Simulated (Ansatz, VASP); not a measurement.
One calculation of BiMo, two programs

The input INCAR:

```
SYSTEM = BiMo
  PREC = Accurate
  ENCUT = 520
  EDIFF = 1E-7
  ISMEAR = 0
  SIGMA = 0.05
  LREAL = .False.
  LASPH = .True.
  NELM = 80
  ALGO = Fast
  ISIF = 2
  LWAVE = .False.
  LCHARG = .False.
  GGA = PS
  NBANDS = 22
```

Contents of KPOINTS:

```
regular mesh
0
Gamma
  10 10 10
  0 0 0
```

File POSCAR:

```
BiMo
1.0
    0.0000000000      3.1306056153      3.1306056153
    3.1306056153      0.0000000000      3.1306056153
    3.1306056153      3.1306056153      0.0000000000
Mo Bi
1 1
Direct
    0.0000000000      0.0000000000      0.0000000000
    0.2500000000      0.2500000000      0.2500000000
```

Input for Ansatz:

```yaml
crystal:
  lattice:
    - [0.0, 3.1306056153, 3.1306056153]
    - [3.1306056153, 0.0, 3.1306056153]
    - [3.1306056153, 3.1306056153, 0.0]
  atoms:
    - { symbol: Mo, position: [0.0, 0.0, 0.0] }
    - { symbol: Bi, position: [0.25, 0.25, 0.25] }
basis:
  ecutwfc: 420
  ecutrho_ratio: 4
kpoints:
  mp_grid: { grid: [10, 10, 10] }
hamiltonian:
  xc: pbesol
scf:
  occupations: { method: gaussian, width: 0.05 }
output:
  forces: true
  stress: true
  eigenvalues: true
```

Alike in both runs: task single point; functional PBEsol; k mesh 10 × 10 × 10; occupations gaussian, width 0.05 eV; no spin polarisation.

|  | VASP | Ansatz |
| --- | --- | --- |
| version | VASP 6.6.1 | Ansatz 0.2.0 |
| potentials or method | VASP PAW PBE potentials, release 64 (Mo_sv, Bi_d), cutoff 520 eV | scalar-relativistic, plane waves, PAW |
| valence electrons in the cell | 29 | 29 |

|  | VASP | Ansatz | Ansatz less VASP |
| --- | --- | --- | --- |
| gap on the k mesh at the Fermi level (eV) | none | none | - |
| pressure (GPa) | -1.4 | -1.4 | -0.02 |

VASP's potentials were made for PBE, not for PBEsol. A gap of «none» marks a metal or a gap that the smearing closes.

Neither program's run includes spin-orbit coupling.
